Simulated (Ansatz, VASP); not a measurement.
**Two plane-wave programs on AlN**

POSCAR

```
AlN
1.0
    0.0000000000      2.1839935600      2.1839935600
    2.1839935600      0.0000000000      2.1839935600
    2.1839935600      2.1839935600      0.0000000000
Al N
1 1
Direct
    0.0000000000      0.0000000000      0.0000000000
    0.2500000000      0.2500000000      0.2500000000
```

Contents of INCAR.step1:

```
SYSTEM = AlN
  PREC = Accurate
  ENCUT = 600
  ISMEAR = 0
  SIGMA = 0.02
  LREAL = .False.
  LASPH = .True.
  NELM = 100
  GGA = PE
  ALGO = Normal
  EDIFF = 1E-4
  LWAVE = .True.
  LCHARG = .False.
```

Contents of INCAR.step2:

```
SYSTEM = AlN
  PREC = Accurate
  ENCUT = 600
  EDIFF = 1E-6
  ISMEAR = 0
  SIGMA = 0.02
  LREAL = .False.
  LASPH = .True.
  NELM = 100
  ALGO = Normal
  ISIF = 3
  LWAVE = .False.
  LCHARG = .False.
  METAGGA = R2SCAN
  LMIXTAU = .True.
  IBRION = 2
  NSW = 100
  EDIFFG = -0.002
  ISTART = 1
```

File KPOINTS:

```
Automatic mesh
0
Gamma
  10 10 10
  0 0 0
```

Input for Ansatz:

```yaml
crystal:
  lattice:
    - [0.0, 2.18399356, 2.18399356]
    - [2.18399356, 0.0, 2.18399356]
    - [2.18399356, 2.18399356, 0.0]
  atoms:
    - { symbol: Al, position: [0.0, 0.0, 0.0] }
    - { symbol: "N", position: [0.25, 0.25, 0.25] }
basis:
  ecutwfc: 500
kpoints:
  mp_grid: { grid: [10, 10, 10] }
hamiltonian:
  xc: r2scan
  pseudopotentials: { kind: paw, azcp: { folder: soft_1 } }
scf:
  occupations: { method: gaussian, width: 0.02 }
output:
  forces: true
  stress: true
  eigenvalues: true
  write_density: true
  write_potential: true
  elf: true
  volumetric_format: npy
relax:
  adjacent_minimum: "off"
  f_tol: 0.002
  max_steps: 80
  cell: { stress_tol: 0.02 }
```

Alike in both runs: task relaxation of cell and atoms; functional r2SCAN; k mesh 10 × 10 × 10; occupations gaussian, width 0.02 eV; no spin polarisation.

|  | VASP | Ansatz |
| --- | --- | --- |
| version | VASP 6.6.1 | Ansatz 0.2.0 |
| potentials or method | VASP PAW PBE potentials, release 64 (Al, N), cutoff 600 eV | scalar-relativistic, plane waves, PAW |
| valence electrons in the cell | 8 | 8 |

```csv
,VASP,Ansatz,Ansatz less VASP
"gap on the k mesh at the Fermi level, each at its own relaxed structure (eV)",3.93,3.93,-0.001
relaxed volume (Å³/atom),10.41,10.43,+0.015
relaxed cell length with the largest relative difference (Å),3.088,3.090,+0.0014
```

VASP's potentials were made for PBE, not for r2SCAN.
